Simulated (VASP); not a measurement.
# SnSe2 (P-3m1) in VASP: settings compared

SnSe2 is run at these levels: BLYP, revPBE+D3(BJ), revPBE+D4, LDA; tasks: single point, relaxation of cell and atoms.

Program: VASP 6.6.1. These are calculated values, not measurements. Logs are shortened: lines on timing, memory, paths and dates and some standing lists are left out, and cuts for length are marked.

## 1. The cell of the first run

It takes space group P-3m1 (No. 164, trigonal). The conventional cell has a = 3.980 Å, b = 3.980 Å, c = 9.262 Å, α = 90.00°, β = 90.00°, γ = 120.00°. Within 3.7 Å of Sn (site symmetry -3m) lie 6 Se at 2.80 Å. Se (site symmetry 3m) has 3 Sn at 2.80 Å within 3.7 Å.

## 2. Single point, BLYP

INCAR reads:

```
PREC = Accurate ; ENCUT = 520
EDIFF = 1E-7 ; ISMEAR = -1
SIGMA = 0.05 ; LREAL = F
LASPH = T ; NELM = 80
ALGO = Normal ; ISIF = 2
LWAVE = F ; LCHARG = F
GGA = B5 ; ALDAX = 1.0
AGGAX = 1.0 ; AGGAC = 1.0
ALDAC = 0.0 ; NBANDS = 20
```

KPOINTS reads:

```
regular mesh
0
Gamma
  8 8 5
```

POSCAR reads:

```
SnSe2
1.0
    3.9795585757      0.0000000000      0.0000000000
   -1.9897792879      3.4463988224      0.0000000000
    0.0000000000      0.0000000000      9.2624102259
Sn Se
1 2
Direct
    0.0000000000      0.0000000000      0.0000000000
    0.6666666667      0.3333333333      0.8269723597
    0.3333333333      0.6666666667      0.1730276403
```

Potentials or basis: VASP PAW PBE potentials, release 64 (Sn_d, Se).

Command:

```console
cat potpaw_PBE.64/Sn_d/POTCAR potpaw_PBE.64/Se/POTCAR > POTCAR
mpirun -np 1 vasp_std > vasp.out
```

OUTCAR:

```text
PREC = Accurate
   ENCUT = 520
   EDIFF = 1E-7
   ISMEAR = -1
   LREAL = F
   LASPH = T
   NELM = 80
   ISIF = 2
   GGA = B5

 ion  position               nearest neighbor table
   1  0.000  0.000  0.000-   2 2.80   3 2.80   2 2.80   3 2.80   2 2.80   3 2.80
   2  0.667  0.333  0.827-   1 2.80   1 2.80   1 2.80
   3  0.333  0.667  0.173-   1 2.80   1 2.80   1 2.80

  LATTYP: Found a hexagonal cell.
 ALAT       =     3.9795585757
 C/A-ratio  =     2.3274968944

  Lattice vectors:

 A1 = (   3.9795585757,   0.0000000000,   0.0000000000)
 A2 = (  -1.9897792879,   3.4463988224,   0.0000000000)
 A3 = (   0.0000000000,   0.0000000000,   9.2624102259)

Analysis of symmetry for initial positions (statically):
=====================================================================
 Subroutine PRICEL returns:
 Original cell was already a primitive cell.

 Routine SETGRP: Setting up the symmetry group for a
 hexagonal supercell.

 Subroutine GETGRP returns: Found 12 space group operations
 (whereof 12 operations were pure point group operations)
 out of a pool of 24 trial point group operations.

The static configuration has the point symmetry D_3d.

Analysis of symmetry for dynamics (positions and initial velocities):
=====================================================================
 Subroutine PRICEL returns:
 Original cell was already a primitive cell.

 Routine SETGRP: Setting up the symmetry group for a
 hexagonal supercell.

 Subroutine GETGRP returns: Found 12 space group operations
 (whereof 12 operations were pure point group operations)
 out of a pool of 24 trial point group operations.

The dynamic configuration has the point symmetry D_3d.

 Subroutine INISYM returns: Found 12 space group operations
 (whereof 12 operations are pure point group operations),
 and found     1 'primitive' translations

----------------------------------------------------------------------------------------

                                     Primitive cell

  volume of cell :     127.0353

  direct lattice vectors                    reciprocal lattice vectors
     3.979558576  0.000000000  0.000000000     0.251284151  0.145078973  0.000000000
    -1.989779288  3.446398822  0.000000000     0.000000000  0.290157945  0.000000000
     0.000000000  0.000000000  9.262410226     0.000000000  0.000000000  0.107963260

  length of vectors
     3.979558576  3.979558576  9.262410226     0.290157945  0.290157945  0.107963260

  position of ions in fractional coordinates (direct lattice)
     0.000000000  0.000000000  0.000000000
     0.666666667  0.333333333  0.826972360
     0.333333333  0.666666667  0.173027640

  ion indices of the primitive-cell ions
   primitive index   ion index
                 1           1
                 2           2
                 3           3

----------------------------------------------------------------------------------------

 KPOINTS: regular mesh

Automatic generation of k-mesh.
 Grid dimensions read from file:
 generate k-points for:    8    8    5

 Generating k-lattice:

  Cartesian coordinates                     Fractional coordinates (reciprocal lattice)
     0.031410519  0.018134872  0.000000000     0.125000000  0.000000000  0.000000000
     0.000000000  0.036269743  0.000000000     0.000000000  0.125000000  0.000000000
     0.000000000  0.000000000  0.021592652     0.000000000  0.000000000  0.200000000

  Length of vectors
     0.036269743  0.036269743  0.021592652

  Shift w.r.t. Gamma in fractional coordinates (k-lattice)
     0.000000000  0.000000000  0.000000000

 Subroutine IBZKPT returns following result:
 ===========================================

 Found     40 irreducible k-points:

 Following reciprocal coordinates:
            Coordinates               Weight
  0.000000  0.000000  0.000000      1.000000
  0.125000  0.000000  0.000000      6.000000
  0.250000  0.000000  0.000000      6.000000
  0.375000 -0.000000  0.000000      6.000000
  0.500000  0.000000  0.000000      3.000000
  0.125000  0.125000  0.000000      6.000000
[... 16 lines left out ...]
 -0.125000  0.500000  0.200000     12.000000
  0.250000  0.250000  0.200000     12.000000
 [... further k-points ...]
   k-points           NKPTS =     40   k-points in BZ     NKDIM =     40   number of bands    NBANDS=     20
   number of dos      NEDOS =    301   number of ions     NIONS =      3
   total plane-waves  NPLWV =  63000
   dimension x,y,z NGX =    30 NGY =   30 NGZ =   70
   dimension x,y,z NGXF=    60 NGYF=   60 NGZF=  140
   ions per type =               1   2
   NGX,Y,Z   is equivalent  to a cutoff of  12.53, 12.53, 12.56 a.u.
   NGXF,Y,Z  is equivalent  to a cutoff of  25.06, 25.06, 25.13 a.u.
 SYSTEM =  unknown system
   PREC   = accura    normal or accurate (medium, high low for compatibility)
   ISTART =      0    job   : 0-new  1-cont  2-samecut
   ICHARG =      2    charge: 1-file 2-atom 10-const
   ISPIN  =      1    spin polarized calculation?
   LNONCOLLINEAR =      F non collinear calculations
   LSORBIT =      F    spin-orbit coupling
   LASPH  =      T    aspherical Exc in radial PAW
   ENCUT  =  520.0 eV  38.22 Ry    6.18 a.u.   7.40  7.40 17.22*2*pi/ulx,y,z
   NELM   =     80;   NELMIN=  2; NELMDL= -5     # of ELM steps
   EDIFF  = 0.1E-06   stopping-criterion for ELM
   LREAL  =      F    real-space projection
   EDIFFG = 0.1E-05   stopping-criterion for IOM
   NSW    =      0    number of steps for IOM
   IBRION =     -1    ionic relax: 0-MD 1-quasi-New 2-CG
   NFREE  =      0    steps in history (QN), initial steepest desc. (CG)
   ISIF   =      2    stress and relaxation
   ISYM   =      2    0-nonsym 1-usesym 2-fastsym
   POTIM  = 0.5000    time-step for ionic-motion
   TEBEG  =    0.0;   TEEND  =   0.0 temperature during run
   PSTRESS=    0.0 pullay stress
   NELECT =      26.0000    total number of electrons
   NUPDOWN=      -1.0000    fix difference up-down
   EMIN   =  10.00;   EMAX   =-10.00  energy-range for DOS
   EFERMI =   0.00;   METHOD = LEGACY
   ISMEAR =    -1;   SIGMA  =   0.05  broadening in eV -4-tet -1-fermi 0-gaus
   EFERMI_NEDOS =   21; number of points for ismear=-14 and -15
   IALGO  =     38    algorithm
   IMIX   =      4    mixing-type and parameters
     AMIX     =   0.40;   BMIX     =  1.00
     AMIX_MAG =   1.60;   BMIX_MAG =  1.00
  volume/ion in A,a.u.               =      42.35       285.76
  Fermi-wavevector in a.u.,A,eV,Ry     =   0.964771  1.823154 12.664086  0.930784
  Thomas-Fermi vector in A             =   2.094431
   LORBIT       =      0    0 simple, 1 ext, 2 COOP (PROOUT), +10 PAW based schemes
   GGA     = B5    functional components
   LHFCALC =     F    Hartree Fock is set to
   AEXX    =    0.0000 exact exchange contribution
   IVDW    =     0    specifies the selected vdW correction
   LEPSILON=     F    determine dielectric tensor
   LRPA    =     F    only Hartree local field effects (RPA)
 non-spin polarized calculation
  energy-cutoff  :      520.00
  volume of cell :      127.04
 maximum number of plane-waves:      3461
 NGX is ok and might be reduce to    30
   NGX = 15   NGY = 15   NGZ = 35

 number of electron      26.0000003 magnetization

 Free energy of the ion-electron system (eV)
  ---------------------------------------------------
  ext. energy  EPLUGINS =         0.00000000
  ---------------------------------------------------
  free energy    TOTEN  =       -10.11739403 eV

  energy without entropy =      -10.11730749  energy(sigma->0) =      -10.11735076

 E-fermi :   0.7023     XC(G=0):  -6.3703

 val. band max:        0.3095997594   @ k =   0.1250   0.0000   0.2000
 cond. band min:       1.0399331150   @ k =   0.5000   0.0000   0.4000
 fundamental gap:      0.7303333556
 Fermi energy:         0.7022956649

 k-point     1 :       0.0000    0.0000    0.0000
  band No.  band energies     occupation
      1     -20.7202      2.00000
      2     -20.7202      2.00000
      3     -20.6894      2.00000
      4     -20.6853      2.00000
      5     -20.6853      2.00000
      6     -12.5716      2.00000
[... 12 lines left out ...]
     19       8.9956      0.00000
     20       9.0118      0.00000

 k-point     2 :       0.1250    0.0000    0.0000
  band No.  band energies     occupation
      1     -20.7241      2.00000
      2     -20.7168      2.00000
      3     -20.6880      2.00000
      4     -20.6862      2.00000
      5     -20.6848      2.00000
      6     -12.4495      2.00000
[... 12 lines left out ...]
     19       8.0834      0.00000
     20       8.9621      0.00000

 k-point     3 :       0.2500    0.0000    0.0000
  band No.  band energies     occupation
      1     -20.7348      2.00000
      2     -20.7104      2.00000
      3     -20.6925      2.00000
      4     -20.6819      2.00000
      5     -20.6792      2.00000
      6     -12.1106      2.00000
[... 12 lines left out ...]
     19       7.3765      0.00000
     20       8.7596      0.00000

 k-point     4 :       0.3750   -0.0000    0.0000
  band No.  band energies     occupation
      1     -20.7465      2.00000
      2     -20.7068      2.00000
      3     -20.6966      2.00000
      4     -20.6760      2.00000
      5     -20.6717      2.00000
      6     -11.6603      2.00000
[... 12 lines left out ...]
     19       7.5914      0.00000
     20       9.4958      0.00000

 k-point     5 :       0.5000    0.0000    0.0000
  band No.  band energies     occupation
      1     -20.7514      2.00000
      2     -20.7061      2.00000
      3     -20.6983      2.00000
      4     -20.6729      2.00000
      5     -20.6686      2.00000
      6     -11.3795      2.00000
[... 12 lines left out ...]
     19       8.6645      0.00000
     20       8.6813      0.00000
[... 353 lines left out ...]
      6     -11.8168      2.00000
[... 12 lines left out ...]
     19       7.5076      0.00000
     20       8.6845      0.00000

 k-point    22 :       0.3750    0.1250    0.2000
  band No.  band energies     occupation
      1     -20.7461      2.00000
      2     -20.7104      2.00000
      3     -20.6954      2.00000
      4     -20.6762      2.00000
      5     -20.6692      2.00000
      6     -11.4116      2.00000
[... 12 lines left out ...]
     19       8.5635      0.00000
     20       9.2260      0.00000

 k-point    23 :      -0.1250    0.5000    0.2000
  band No.  band energies     occupation
      1     -20.7461      2.00000
      2     -20.7104      2.00000
      3     -20.6954      2.00000
      4     -20.6762      2.00000
      5     -20.6692      2.00000
      6     -11.4116      2.00000
[... 12 lines left out ...]
     19       8.1145      0.00000
     20       9.3330      0.00000

 k-point    24 :       0.2500    0.2500    0.2000
  band No.  band energies     occupation
      1     -20.7386      2.00000
      2     -20.7169      2.00000
      3     -20.6905      2.00000
      4     -20.6819      2.00000
      5     -20.6695      2.00000
      6     -11.4388      2.00000
[... 12 lines left out ...]
     19       8.0273      0.00000
     20       8.3983      0.00000

 [... further k-points ...]

------------------------ aborting loop because EDIFF is reached ----------------------------------------

  FORCE on cell =-STRESS in cart. coord.  units (eV):
  Direction    XX          YY          ZZ          XY          YZ          ZX
  --------------------------------------------------------------------------------------
  -------------------------------------------------------------------------------------
  Total        0.0457670      0.0457670      0.0816115     -0.0000000      0.0000000      0.0000000
  in kB        0.5772169      0.5772169      1.0292899     -0.0000000      0.0000000      0.0000000
  external PRESSURE =       0.7279079 kB  Pullay stress =       0.0000000 kB

 VOLUME and BASIS-vectors are now :
 -----------------------------------------------------------------------------
  energy-cutoff  :      520.00
  volume of cell :      127.04
      direct lattice vectors                 reciprocal lattice vectors
     3.979558576  0.000000000  0.000000000     0.251284151  0.145078973  0.000000000
    -1.989779288  3.446398822  0.000000000     0.000000000  0.290157945  0.000000000
     0.000000000  0.000000000  9.262410226     0.000000000  0.000000000  0.107963260

 POSITION                                       TOTAL-FORCE (eV/Angst)
 -----------------------------------------------------------------------------------
      0.00000      0.00000      0.00000        -0.000000      0.000000      0.000000
      1.98978      1.14880      7.65976         0.000000     -0.000000     -0.020437
     -0.00000      2.29760      1.60265        -0.000000      0.000000      0.020437
 -----------------------------------------------------------------------------------
    total drift:                                0.000000     -0.000000      0.000000

  FREE ENERGIE OF THE ION-ELECTRON SYSTEM (eV)
  ---------------------------------------------------
  free  energy   TOTEN  =       -10.1173940313 eV

  energy  without entropy=      -10.1173074899  energy(sigma->0) =      -10.11735076
```

Run time: 2.8 min. Hardware: 1 thread of Intel Xeon 8259CL, shared host; peak memory 0.29 GiB.

Results:

* Free energy: -10.1174 eV
* Pressure: 0.1 GPa
* Largest force: 0.020 eV/Å
* Band gap on the k mesh: 0.73 eV (least direct gap 0.98 eV)

Forces on the atoms (eV/Å):
```
Sn   0.000  0.000  0.000
Se   0.000  0.000 -0.020
Se   0.000  0.000  0.020
```

Caveat: the PAW data sets were made with another functional, which shifts forces and pressure a little; spin-orbit coupling is left out, which moves the levels of the heavy elements; an odd mesh through Γ misses points on the zone boundary, where band edges can lie.

## 3. Relaxation of cell and atoms, BLYP

This run uses another cell than the first one, of 25.73 Å³/atom.

INCAR reads:

```
PREC     = Accurate       # precision mode
ENCUT    = 600            # plane-wave cutoff, eV
EDIFF    = 1E-6           # SCF threshold, eV
ISMEAR   = -1             # smearing method
SIGMA    = 0.05           # smearing width, eV
LREAL    = F              # projectors in reciprocal space
LASPH    = T              # aspherical terms in the spheres
NELM     = 60             # most SCF steps
ALGO     = Normal         # electronic algorithm
ISIF     = 3              # what is computed and relaxed
LWAVE    = F              # write WAVECAR
LCHARG   = F              # write CHGCAR
GGA      = B5             # functional
ALDAX    = 1.0          
AGGAX    = 1.0          
AGGAC    = 1.0          
ALDAC    = 0.0          
IBRION   = 2              # ionic algorithm
NSW      = 60             # ionic steps
EDIFFG   = -0.01          # ionic threshold
```

KPOINTS is that of step 2.

POSCAR reads:

```
SnSe2
1.0
    3.8110000000      0.0000000000      0.0000000000
   -1.9055000000      3.3004228138      0.0000000000
    0.0000000000      0.0000000000      6.1360000000
Sn Se
1 2
Direct
    0.0000000000      0.0000000000      0.0000000000
    0.6666666667      0.3333333333      0.7510000000
    0.3333333333      0.6666666667      0.2490000000
```

Potentials or basis: VASP PAW PBE potentials, release 64 (Sn_d, Se).

Command:

```console
cat potpaw_PBE.64/Sn_d/POTCAR potpaw_PBE.64/Se/POTCAR > POTCAR
mpirun -np 1 vasp_std > vasp.out
```

Wall time 26 min (1 thread of Intel Xeon 8259CL, shared host); peak memory 0.25 GiB.

Results (log left out):

- Free energy: -10.1046 eV
- Relaxed volume: 38.45 Å³/atom
- Relaxed cell: a = 3.982 Å, b = 3.982 Å, c = 8.399 Å, α = 90.00°, β = 90.00°, γ = 120.00°
- Space group after relaxing (to 0.1 Å): P-3m1 (No. 164)
- Energy gained by relaxing: 128.6 meV/atom
- Ionic steps: 27
- Pressure after relaxing: 0.0 GPa
- Band gap on the k mesh: 0.71 eV (least direct gap 0.96 eV)

Step by step:
```csv
step,energy change (eV),largest force (eV/Å),pressure (GPa),volume (Å³)
1,0.0000,1.0903,9.89,77.18
2,-0.1909,0.8604,-3.62,96.30
3,-0.3176,0.2634,0.18,87.84
4,-0.3175,0.2433,0.32,87.62
5,-0.3234,0.1812,0.25,88.19
6,-0.3287,0.0538,0.13,89.41
7,-0.3345,0.0747,-0.03,90.29
8,-0.3474,0.1323,-0.40,92.92
9,-0.3595,0.2311,-0.86,98.17
10,-0.3629,0.2026,-0.70,98.27
11,-0.3693,0.1254,-0.25,98.52
12,-0.3709,0.0475,0.74,98.96
13,-0.3721,0.0217,0.32,98.79
14,-0.3730,0.0151,0.33,99.24
15,-0.3753,0.0077,0.31,100.59
16,-0.3784,0.0593,0.33,103.30
17,-0.3784,0.1924,0.46,108.77
18,-0.3793,0.1774,0.37,109.50
19,-0.3813,0.1361,0.16,111.70
20,-0.3820,0.0675,-0.20,116.15
21,-0.3821,0.0816,-0.13,115.23
22,-0.3832,0.0676,-0.11,115.27
23,-0.3853,0.0250,-0.07,115.36
24,-0.3848,0.0622,0.02,115.53
25,-0.3858,0.0115,-0.05,115.44
26,-0.3858,0.0095,-0.04,115.44
27,-0.3858,0.0019,0.00,115.34
```

Final structure:
```cif
data_structure
_symmetry_space_group_name_H-M 'P 1'
_symmetry_Int_Tables_number 1
_cell_length_a 3.9822
_cell_length_b 3.9822
_cell_length_c 8.3987
_cell_angle_alpha 90.000
_cell_angle_beta 90.000
_cell_angle_gamma 120.000
_cell_volume 115.34
loop_
_atom_site_label
_atom_site_type_symbol
_atom_site_fract_x
_atom_site_fract_y
_atom_site_fract_z
_atom_site_occupancy
Sn1 Sn 0.00000 0.00000 0.00000 1
Se1 Se 0.66667 0.33333 0.80900 1
Se2 Se 0.33333 0.66667 0.19100 1
```

Levels at points of the mesh, in eV from the valence-band top:
| k point | band 11 | band 12 | band 13 | band 14 | band 15 | band 16 |
| --- | --- | --- | --- | --- | --- | --- |
| (0.00, 0.00, 0.00) | -0.46 | -0.09 | -0.09 | 1.03 | 2.99 | 4.40 |
| (0.50, 0.00, 0.00) | -1.90 | -0.48 | -0.24 | 0.75 | 4.01 | 5.52 |

Caveat: the volume moved by over 15 % at a fixed basis, so the end points are rough; the PAW data sets were made with another functional, which shifts forces and pressure a little; spin-orbit coupling is left out, which moves the levels of the heavy elements; an odd mesh through Γ misses points on the zone boundary, where band edges can lie; this functional lacks dispersion, which binds the layers, so the pressure and a relaxed spacing across them are unreliable. Zero-point motion and thermal expansion aren't in these numbers.

(Continued in part 2 of 2.)
